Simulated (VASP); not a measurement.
Input of a VASP 6.6.1 run:

The input INCAR:

```
SYSTEM = Au
PREC = Accurate
ENCUT = 500
EDIFF = 1E-7
ISMEAR = 0
SIGMA = 0.1
LREAL = .False.
LASPH = .True.
NELM = 120
ALGO = Normal
ISIF = 3
LWAVE = .False.
LCHARG = .False.
GGA = PE
IBRION = 2
NSW = 100
EDIFFG = -0.05
GGA_COMPAT = .False.
NELMIN = 4
```

File KPOINTS:

```
Automatic mesh
0
Gamma
  8 8 8
  0 0 0
```

Contents of POSCAR:

```
Au
1.0
    0.0000000000      2.0455000000      2.0455000000
    2.0455000000      0.0000000000      2.0455000000
    2.0455000000      2.0455000000      0.0000000000
Au
1
Direct
    0.0000000000      0.0000000000      0.0000000000
```

Potentials or basis: VASP PAW PBE potentials, release 64 (Au).

Command:

```bash
$ cat potpaw_PBE.64/Au/POTCAR > POTCAR
$ mpirun -np 1 vasp_std > vasp.out
```

Question: Predict the relaxed volume.

Answer: 18.06 Å³/atom.

Question: What does it give for the space group after relaxing (to 0.05 Å)?

Answer: Fm-3m (No. 225).

Question: Predict the relaxed cell.

Answer: a = 2.945 Å, b = 2.945 Å, c = 2.945 Å, α = 60.00°, β = 60.00°, γ = 60.00°.

Final structure:
```yaml
crystal:
  lattice:
    - [0.00000, 2.08227, 2.08227]
    - [2.08227, 0.00000, 2.08227]
    - [2.08227, 2.08227, 0.00000]
  atoms:
    - { symbol: Au, position: [0.00000, 0.00000, 0.00000] }
```

 Zero-point motion and thermal expansion aren't in these numbers.
